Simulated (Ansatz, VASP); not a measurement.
One calculation of TiNi, two programs

```
CELL_PARAMETERS angstrom
2.98807 2.98807 0.00000
2.98807 0.00000 2.98807
2.98807 0.00000 -2.98807
ATOMIC_POSITIONS crystal
Ti 0.50000 0.25000 0.75000
Ti 0.50000 0.75000 0.25000
Ni 0.00000 0.00000 0.00000
Ni 0.00000 0.50000 0.50000
```

Alike in both runs: task single point; functional PBEsol; k mesh 10 × 10 × 10; occupations fermi-dirac, width 0.05 eV; no spin polarisation.

|  | VASP | Ansatz |
| --- | --- | --- |
| version | VASP 6.6.1 | Ansatz 0.2.0 |
| potentials or method | VASP PAW PBE potentials, release 64 (Ti_sv, Ni) | PAW with Ansatz's default frozen-core files, scalar-relativistic |
| plane-wave cutoff (eV) | 520 | 420 |
| valence electrons in the cell | 44 | 60 |

```csv
,VASP,Ansatz,Ansatz less VASP
pressure (GPa),-3.1,-3.0,+0.12
```

VASP's potentials were made for PBE, not for PBEsol. VASP's potentials hold 44 valence electrons a cell and Ansatz's 60, so a difference there can come from the potentials and not from the codes.
